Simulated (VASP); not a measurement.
# SrCl2 (Fm-3m) in VASP: notebook, part 2 of 2

VASP 6.6.1. Earlier steps stand in the parts before.

**3. Single point, LDA**

This run uses another cell than the first one, of 27.17 Å³/atom, 1.021 times its volume.

INCAR reads:

```
SYSTEM = SrCl2
ALGO     = Normal         ! electronic algorithm
EDIFF    = 1E-6           ! SCF threshold, eV
ENCUT    = 500            ! plane-wave cutoff, eV
GGA_COMPAT= .FALSE.      
ISIF     = 2              ! what is computed and relaxed
ISMEAR   = 0              ! smearing method
LASPH    = .TRUE.         ! aspherical terms in the spheres
LCHARG   = .FALSE.        ! write CHGCAR
LREAL    = .FALSE.        ! projectors in reciprocal space
LWAVE    = .FALSE.        ! write WAVECAR
NBANDS   = 19             ! bands
NELM     = 120            ! most SCF steps
PREC     = Accurate       ! precision mode
SIGMA    = 0.01           ! smearing width, eV
```

KPOINTS reads:

```
k-points
0
G
  5 5 5
  0 0 0
```

POSCAR reads:

```
SrCl2
1.0
    0.0000000000      3.4412043558      3.4412043558
    3.4412043558      0.0000000000      3.4412043558
    3.4412043558      3.4412043558      0.0000000000
Sr Cl
1 2
Direct
    0.0000000000      0.0000000000      0.0000000000
    0.2500000000      0.2500000000      0.2500000000
    0.7500000000      0.7500000000      0.7500000000
```

Potentials or basis: VASP PAW LDA potentials, release 64 (Sr_sv, Cl).

The run is started by

```sh
$ cat potpaw_LDA.64/Sr_sv/POTCAR potpaw_LDA.64/Cl/POTCAR > POTCAR
$ mpirun -np 1 vasp_std > vasp.out
```

OUTCAR:

```text
SYSTEM = SrCl2
   EDIFF = 1E-6
   ENCUT = 500
   ISIF = 2
   ISMEAR = 0
   LASPH = .TRUE.
   LREAL = .FALSE.
   NELM = 120
   PREC = Accurate

 ion  position               nearest neighbor table
   1  0.000  0.000  0.000-   3 2.98   3 2.98   3 2.98   2 2.98   3 2.98   2 2.98   2 2.98   2 2.98

   2  0.250  0.250  0.250-   1 2.98   1 2.98   1 2.98   1 2.98
   3  0.750  0.750  0.750-   1 2.98   1 2.98   1 2.98   1 2.98

  LATTYP: Found a face centered cubic cell.
 ALAT       =     6.8824087116

  Lattice vectors:

 A1 = (   0.0000000000,   3.4412043558,   3.4412043558)
 A2 = (   3.4412043558,   0.0000000000,   3.4412043558)
 A3 = (   3.4412043558,   3.4412043558,   0.0000000000)

Analysis of symmetry for initial positions (statically):
=====================================================================
 Subroutine PRICEL returns:
 Original cell was already a primitive cell.

 Routine SETGRP: Setting up the symmetry group for a
 face centered cubic supercell.

 Subroutine GETGRP returns: Found 48 space group operations
 (whereof 48 operations were pure point group operations)
 out of a pool of 48 trial point group operations.

The static configuration has the point symmetry O_h .

Analysis of symmetry for dynamics (positions and initial velocities):
=====================================================================
 Subroutine PRICEL returns:
 Original cell was already a primitive cell.

 Routine SETGRP: Setting up the symmetry group for a
 face centered cubic supercell.

 Subroutine GETGRP returns: Found 48 space group operations
 (whereof 48 operations were pure point group operations)
 out of a pool of 48 trial point group operations.

The dynamic configuration has the point symmetry O_h .

 Subroutine INISYM returns: Found 48 space group operations
 (whereof 48 operations are pure point group operations),
 and found     1 'primitive' translations

----------------------------------------------------------------------------------------

                                     Primitive cell

  volume of cell :      81.5007

  direct lattice vectors                    reciprocal lattice vectors
     0.000000000  3.441204356  3.441204356    -0.145297968  0.145297968  0.145297968
     3.441204356  0.000000000  3.441204356     0.145297968 -0.145297968  0.145297968
     3.441204356  3.441204356  0.000000000     0.145297968  0.145297968 -0.145297968

  length of vectors
     4.866597871  4.866597871  4.866597871     0.251663463  0.251663463  0.251663463

  position of ions in fractional coordinates (direct lattice)
     0.000000000  0.000000000  0.000000000
     0.250000000  0.250000000  0.250000000
     0.750000000  0.750000000  0.750000000

  ion indices of the primitive-cell ions
   primitive index   ion index
                 1           1
                 2           2
                 3           3

----------------------------------------------------------------------------------------

 KPOINTS: k-points

Automatic generation of k-mesh.
 Grid dimensions read from file:
 generate k-points for:    5    5    5

 Generating k-lattice:

  Cartesian coordinates                     Fractional coordinates (reciprocal lattice)
    -0.029059594  0.029059594  0.029059594     0.200000000  0.000000000  0.000000000
     0.029059594 -0.029059594  0.029059594     0.000000000  0.200000000  0.000000000
     0.029059594  0.029059594 -0.029059594     0.000000000  0.000000000  0.200000000

  Length of vectors
     0.050332693  0.050332693  0.050332693

  Shift w.r.t. Gamma in fractional coordinates (k-lattice)
     0.000000000  0.000000000  0.000000000

 Subroutine IBZKPT returns following result:
 ===========================================

 Found     10 irreducible k-points:

 Following reciprocal coordinates:
            Coordinates               Weight
  0.000000  0.000000  0.000000      1.000000
  0.200000  0.000000  0.000000      8.000000
  0.400000  0.000000  0.000000      8.000000
  0.200000  0.200000  0.000000      6.000000
  0.400000  0.200000  0.000000     24.000000
 -0.400000  0.200000  0.000000     24.000000
 -0.200000  0.200000  0.000000     12.000000
  0.400000  0.400000  0.000000      6.000000
 -0.400000  0.400000  0.000000     12.000000
 -0.400000  0.400000  0.200000     24.000000
   k-points           NKPTS =     10   k-points in BZ     NKDIM =     10   number of bands    NBANDS=     19
   number of dos      NEDOS =    301   number of ions     NIONS =      3
   total plane-waves  NPLWV =  46656
   dimension x,y,z NGX =    36 NGY =   36 NGZ =   36
   dimension x,y,z NGXF=    72 NGYF=   72 NGZF=   72
   ions per type =               1   2
   NGX,Y,Z   is equivalent  to a cutoff of  12.30, 12.30, 12.30 a.u.
   NGXF,Y,Z  is equivalent  to a cutoff of  24.60, 24.60, 24.60 a.u.
 SYSTEM =  SrCl2
   PREC   = accura    normal or accurate (medium, high low for compatibility)
   ISTART =      0    job   : 0-new  1-cont  2-samecut
   ICHARG =      2    charge: 1-file 2-atom 10-const
   ISPIN  =      1    spin polarized calculation?
   LNONCOLLINEAR =      F non collinear calculations
   LSORBIT =      F    spin-orbit coupling
   LASPH  =      T    aspherical Exc in radial PAW
   ENCUT  =  500.0 eV  36.75 Ry    6.06 a.u.   8.87  8.87  8.87*2*pi/ulx,y,z
   NELM   =    120;   NELMIN=  2; NELMDL= -5     # of ELM steps
   EDIFF  = 0.1E-05   stopping-criterion for ELM
   LREAL  =      F    real-space projection
[... 7 lines left out ...]
   TEBEG  =    0.0;   TEEND  =   0.0 temperature during run
   PSTRESS=    0.0 pullay stress
   NELECT =      24.0000    total number of electrons
   NUPDOWN=      -1.0000    fix difference up-down
   EMIN   =  10.00;   EMAX   =-10.00  energy-range for DOS
   EFERMI =   0.00;   METHOD = LEGACY
   ISMEAR =     0;   SIGMA  =   0.01  broadening in eV -4-tet -1-fermi 0-gaus
   EFERMI_NEDOS =   21; number of points for ismear=-14 and -15
   IALGO  =     38    algorithm
   IMIX   =      4    mixing-type and parameters
     AMIX     =   0.40;   BMIX     =  1.00
     AMIX_MAG =   1.60;   BMIX_MAG =  1.00
  volume/ion in A,a.u.               =      27.17       183.33
  Fermi-wavevector in a.u.,A,eV,Ry     =   1.089159  2.058213 16.140159  1.186268
  Thomas-Fermi vector in A             =   2.225357
   LORBIT       =      0    0 simple, 1 ext, 2 COOP (PROOUT), +10 PAW based schemes
   GGA     = CA    functional components
   LHFCALC =     F    Hartree Fock is set to
   AEXX    =    0.0000 exact exchange contribution
   IVDW    =     0    specifies the selected vdW correction
   LEPSILON=     F    determine dielectric tensor
   LRPA    =     F    only Hartree local field effects (RPA)
 non-spin polarized calculation
 Gauss-broadening in eV      SIGMA  =   0.01
  energy-cutoff  :      500.00
  volume of cell :       81.50
 maximum number of plane-waves:      2085
   NGX = 17   NGY = 17   NGZ = 17

 number of electron      23.9999999 magnetization

 Free energy of the ion-electron system (eV)
  ---------------------------------------------------
  ext. energy  EPLUGINS =         0.00000000
  ---------------------------------------------------
  free energy    TOTEN  =       -14.06770878 eV

  energy without entropy =      -14.06770878  energy(sigma->0) =      -14.06770878

 E-fermi :   0.2464     XC(G=0):  -8.9737

 val. band max:        0.1615995408   @ k =  -0.4000   0.4000   0.0000
 cond. band min:       5.2801586454   @ k =   0.0000   0.0000   0.0000
 fundamental gap:      5.1185591046
 Fermi energy:         0.2463924759

 k-point     1 :       0.0000    0.0000    0.0000
  band No.  band energies     occupation
      1     -32.3307      2.00000
      2     -14.4519      2.00000
      3     -14.4519      2.00000
      4     -14.4519      2.00000
      5     -13.1280      2.00000
      6     -12.1560      2.00000
[... 11 lines left out ...]
     18       9.0130      0.00000
     19       9.6756      0.00000

 k-point     2 :       0.2000    0.0000    0.0000
  band No.  band energies     occupation
      1     -32.3292      2.00000
      2     -14.6191      2.00000
      3     -14.4582      2.00000
      4     -14.4582      2.00000
      5     -12.8685      2.00000
      6     -12.2401      2.00000
[... 168 lines left out ...]
 k-point    10 :      -0.4000    0.4000    0.2000
  band No.  band energies     occupation
      1     -32.3252      2.00000
      2     -14.7770      2.00000
      3     -14.6388      2.00000
      4     -14.4895      2.00000
      5     -12.3696      2.00000
      6     -12.3275      2.00000
[... 11 lines left out ...]
     18       9.3190      0.00000
     19      10.2074      0.00000

------------------------ aborting loop because EDIFF is reached ----------------------------------------

  FORCE on cell =-STRESS in cart. coord.  units (eV):
  Direction    XX          YY          ZZ          XY          YZ          ZX
  --------------------------------------------------------------------------------------
  -------------------------------------------------------------------------------------
  Total       -0.6801431     -0.6801431     -0.6801431     -0.0000000      0.0000000     -0.0000000
  in kB      -13.3705565    -13.3705565    -13.3705565     -0.0000000      0.0000000     -0.0000000
  external PRESSURE =     -13.3705565 kB  Pullay stress =       0.0000000 kB

 VOLUME and BASIS-vectors are now :
 -----------------------------------------------------------------------------
  energy-cutoff  :      500.00
  volume of cell :       81.50
      direct lattice vectors                 reciprocal lattice vectors
     0.000000000  3.441204356  3.441204356    -0.145297968  0.145297968  0.145297968
     3.441204356  0.000000000  3.441204356     0.145297968 -0.145297968  0.145297968
     3.441204356  3.441204356  0.000000000     0.145297968  0.145297968 -0.145297968

 POSITION                                       TOTAL-FORCE (eV/Angst)
 -----------------------------------------------------------------------------------
      0.00000      0.00000      0.00000         0.000000      0.000000      0.000000
      1.72060      1.72060      1.72060        -0.000000     -0.000000     -0.000000
      5.16181      5.16181      5.16181        -0.000000      0.000000     -0.000000
 -----------------------------------------------------------------------------------
    total drift:                                0.000000      0.000000      0.000000

  FREE ENERGIE OF THE ION-ELECTRON SYSTEM (eV)
  ---------------------------------------------------
  free  energy   TOTEN  =       -14.0677087810 eV

  energy  without entropy=      -14.0677087810  energy(sigma->0) =      -14.06770878
```

Run time: 19 s. Hardware: 1 thread of Intel Xeon 8259CL, shared host; peak memory 0.18 GiB.

Results:

| Quantity | Value |
| --- | --- |
| Free energy | -14.0677 eV |
| Pressure | -1.3 GPa |
| Band gap on the k mesh | 5.12 eV, indirect (least direct gap 5.40 eV) |

A k mesh can miss the band edges. LDA gaps usually lie below the measured ones, often by a third to a half.

**4. Single point, LDA**

This run uses another cell than the first one, of 27.73 Å³/atom, 1.043 times its volume.

INCAR reads:

```
  PREC = Accurate
  ENCUT = 500
  EDIFF = 1E-6
  ISMEAR = 0
  SIGMA = 0.01
  LREAL = False
  LASPH = True
  NELM = 120
  ALGO = Normal
  ISIF = 2
  LWAVE = False
  LCHARG = True
  LELF = True
  LVHAR = True
  NBANDS = 19
  GGA_COMPAT = False
```

KPOINTS reads:

```
Automatic mesh
0
Gamma
  5 5 5
```

POSCAR reads:

```
SrCl2
1.0
    0.0000000000      3.4649375496      3.4649375496
    3.4649375496      0.0000000000      3.4649375496
    3.4649375496      3.4649375496      0.0000000000
Sr Cl
1 2
Direct
    0.0000000000      0.0000000000      0.0000000000
    0.2500000000      0.2500000000      0.2500000000
    0.7500000000      0.7500000000      0.7500000000
```

The run is started by

```sh
$ cat potpaw_LDA.64/Sr_sv/POTCAR potpaw_LDA.64/Cl/POTCAR > POTCAR
$ mpirun -np 1 vasp_std > vasp.out
```

Run time: 22 s. Hardware: 1 thread of Intel Xeon 8259CL, shared host; peak memory 0.17 GiB.

It converged, with:

```
Free energy            : -14.0503 eV
Pressure               : -2.1 GPa
Band gap on the k mesh : 5.04 eV, indirect (least direct gap 5.32 eV)
```

Levels at points of the mesh, in eV from the valence-band top:
```
           k point  band 10  band 11  band 12  band 13  band 14  band 15
(0.00, 0.00, 0.00)    -0.28    -0.28    -0.28     5.04     5.88     5.88
```

A k mesh can miss the band edges. Expect the measured gap to be larger: semilocal functionals such as LDA lack the derivative discontinuity.

**5. Single point, LDA**

This run uses another cell than the first one, of 28.30 Å³/atom, 1.064 times its volume.

INCAR reads:

```
PREC = Accurate
ENCUT = 500
EDIFF = 1E-6
ISMEAR = 0
SIGMA = 0.01
LREAL = False
LASPH = True
NELM = 120
ALGO = Normal
ISIF = 2
LWAVE = False
LCHARG = False
NBANDS = 19
GGA_COMPAT = False
```

KPOINTS reads:

```
regular mesh
0
Gamma
  5 5 5
```

POSCAR reads:

```
SrCl2
1.0
    0.0000000000      3.4883500000      3.4883500000
    3.4883500000      0.0000000000      3.4883500000
    3.4883500000      3.4883500000      0.0000000000
Sr Cl
1 2
Direct
    0.0000000000      0.0000000000      0.0000000000
    0.2500000000      0.2500000000      0.2500000000
    0.7500000000      0.7500000000      0.7500000000
```

The run is started by

```sh
$ cat potpaw_LDA.64/Sr_sv/POTCAR potpaw_LDA.64/Cl/POTCAR > POTCAR
$ mpirun -np 1 vasp_std > vasp.out
```

Run time: 20 s. Hardware: 1 thread of Intel Xeon 8259CL, shared host; peak memory 0.17 GiB.

It converged, with:

```yaml
Free_energy: -14.0253 eV
Pressure: -2.7 GPa
Band_gap_on_the_k_mesh: 4.96 eV, indirect (least direct gap 5.23 eV)
```

Levels at points of the mesh, in eV from the valence-band top:
| k point | band 8 | band 9 | band 10 | band 11 | band 12 | band 13 | band 14 | band 15 | band 16 | band 17 |
| --- | --- | --- | --- | --- | --- | --- | --- | --- | --- | --- |
| (0.00, 0.00, 0.00) | -2.12 | -2.12 | -0.27 | -0.27 | -0.27 | 4.96 | 5.89 | 5.89 | 8.78 | 8.78 |

A k mesh can miss the band edges. Expect the measured gap to be larger: semilocal functionals such as LDA lack the derivative discontinuity.

**6. The runs side by side**

```tsv
cell	gap on the mesh (eV)	pressure (GPa)
a = 4.833 Å, angles 60.0°, 3 atoms	5.20	-0.5
a = 4.867 Å, angles 60.0°, 3 atoms	5.12	-1.3
a = 4.900 Å, angles 60.0°, 3 atoms	5.04	-2.1
a = 4.933 Å, angles 60.0°, 3 atoms	4.96	-2.7
```

Alike in all rows: task single point; level LDA; potentials or basis VASP PAW LDA potentials, release 64 (Sr_sv, Cl); no spin polarisation; k mesh 5 × 5 × 5; cutoff (eV) 500; smearing gaussian 0.01 eV.

Total energies depend on the potentials used, so only differences within one code and one set of settings carry meaning.
